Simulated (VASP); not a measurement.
Runs of VASP 6.6.1 on BiRh. The structure is that of space group P6_3/mmc (No. 194), or close to it. The cells are those of the table. 

| task | cell | gap on the mesh (eV) | pressure (GPa) |
| --- | --- | --- | --- |
| single point | a = 4.094, b = 4.094, c = 5.606 Å, angles 90.0, 90.0, 120.0°, 4 atoms | none | -1.0 |
| single point | a = 4.094, b = 4.094, c = 5.550 Å, angles 90.0, 90.0, 120.0°, 4 atoms | none | 0.6 |
| single point | a = 4.080, b = 4.080, c = 5.644 Å, angles 90.0, 90.0, 120.0°, 4 atoms | none | -1.0 |
| single point | a = 4.039, b = 4.039, c = 5.586 Å, angles 90.0, 90.0, 120.0°, 4 atoms | none | (a) |
| electric field gradients | a = 4.176, b = 4.176, c = 5.663 Å, angles 90.0, 90.0, 120.0°, 4 atoms | none | -6.9 |

Alike in all rows: level LDA; potentials or basis VASP PAW LDA potentials, release 64 (Bi_d, Rh_pv); no spin polarisation; k mesh 12 × 12 × 7; cutoff (eV) 520; smearing fermi-dirac 0.03 eV.

**Question.** Fill in the values left out.

**Answer.** (a) 3.6.

Caveats: spin-orbit coupling is left out, which moves the levels of the heavy elements; the cell stands under pressure (at least some runs); the cell stands under tension (at least some runs).

A k mesh can miss the band edges, and the runs leave out spin-orbit coupling on Bi, Rh.

A gap of «none» marks levels without a gap at the run's occupations.
